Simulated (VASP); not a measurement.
Here is a VASP 6.6.1 calculation.

The input INCAR:

```
PREC = Accurate
ENCUT = 520
EDIFF = 1E-7
ISMEAR = 0
SIGMA = 0.05
LREAL = F
LASPH = T
NELM = 80
ALGO = Normal
ISIF = 2
LWAVE = F
LCHARG = F
GGA = PS
NBANDS = 28
```

KPOINTS

```
Automatic mesh
0
Gamma
  8 6 6
```

POSCAR

```
SnO
1.0
    3.6485679375      0.0000000000      0.0000000000
    0.0000000000      5.6741040000      0.0000000000
    0.0000000000      0.0000000000      4.2219700000
Sn O
2 2
Direct
    0.0000000000      0.2319090000      0.5131440000
    0.5000000000      0.7680910000      0.0131440000
    0.0000000000      0.8912500000      0.7368570000
    0.5000000000      0.1087500000      0.2368570000
```

Potentials or basis: VASP PAW PBE potentials, release 64 (Sn_d, O).

Launch:

```console
$ cat potpaw_PBE.64/Sn_d/POTCAR potpaw_PBE.64/O/POTCAR > POTCAR
$ mpirun -np 1 vasp_std > vasp.out
```

Question: What does it give for the largest force?

Answer: 1.188 eV/Å.

Question: Predict the band gap on the k mesh.

Answer: 1.30 eV (least direct gap 2.11 eV).

Question: What does it give for the pressure?

Answer: -8.0 GPa.

Forces in eV/Å, atoms in the order of the input:
```
Sn   0.000 -1.104 -0.441
Sn   0.000  1.104 -0.441
O    0.000  0.076  0.441
O    0.000 -0.076  0.441
```

Caveat: the cell differs from its parent crystal (strain +0.0875 x Voigt [1, 0, 0, 0, 0, 0]); the stress differs along the axes, from -12 to -6 GPa; the PAW data sets were made with another functional, which shifts forces and pressure a little; spin-orbit coupling is left out, which moves the levels of the heavy elements. A k mesh can miss the band edges.
